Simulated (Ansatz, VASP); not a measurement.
**N: VASP beside Ansatz**

File INCAR:

```
PREC     = Accurate       # precision mode
ENCUT    = 520            # plane-wave cutoff, eV
EDIFF    = 1E-8           # SCF threshold, eV
ISMEAR   = -1             # smearing method
SIGMA    = 0.05           # smearing width, eV
LREAL    = False          # projectors in reciprocal space
LASPH    = True           # aspherical terms in the spheres
NELM     = 60             # most SCF steps
ALGO     = Normal         # electronic algorithm
ISIF     = 2              # what is computed and relaxed
LWAVE    = False          # write WAVECAR
LCHARG   = False          # write CHGCAR
GGA      = PE             # functional
LEFG     = True         
NBANDS   = 8              # bands
```

The input KPOINTS:

```
Automatic mesh
0
Gamma
  16 16 16
```

File POSCAR:

```
N
1.0
   -1.2002580820      1.2185361238      1.2185361238
    1.2185361238     -1.2002580820      1.2185361238
    1.2185361238      1.2185361238     -1.2002580820
N
1
Direct
    0.0000000000      0.0000000000      0.0000000000
```

Input for Ansatz:

```yaml
crystal:
  lattice:
    - [-1.200258082, 1.2185361238, 1.2185361238]
    - [1.2185361238, -1.200258082, 1.2185361238]
    - [1.2185361238, 1.2185361238, -1.200258082]
  atoms:
    - { symbol: "N", position: [0.0, 0.0, 0.0] }
kpoints:
  mp_grid: { grid: [16, 16, 16] }
scf:
  occupations: { method: fermi_dirac, width: 0.05 }
hamiltonian:
  xc: pbe
  pseudopotentials: { kind: paw }
output:
  forces: true
  stress: true
  eigenvalues: true
  efg: { contact_densities: true }
```

Change from the starting cell: equal xy, yz and zx shear strains of +1.5 %, PAW files.

Alike in both runs: task electric field gradients; functional PBE; k mesh 16 × 16 × 16; occupations fermi-dirac, width 0.05 eV; no spin polarisation.

|  | VASP | Ansatz |
| --- | --- | --- |
| version | VASP 6.6.1 | Ansatz 0.2.0 |
| potentials or method | VASP PAW PBE potentials, release 64 (N) | PAW with Ansatz's default frozen-core files, scalar-relativistic |
| plane-wave cutoff (eV) | 520 | 420 |
| valence electrons in the cell | 5 | 5 |

|  | VASP | Ansatz | Ansatz less VASP |
| --- | --- | --- | --- |
| pressure (GPa) | -0.3 | 0.0 | +0.26 |
| traceless stress, the component that is largest in VASP (GPa) | 1.46 | 1.49 | +0.024 |
| size of Vzz on the site where it differs most (V/Å²) | 3.2 | 3.1 | -0.07 |
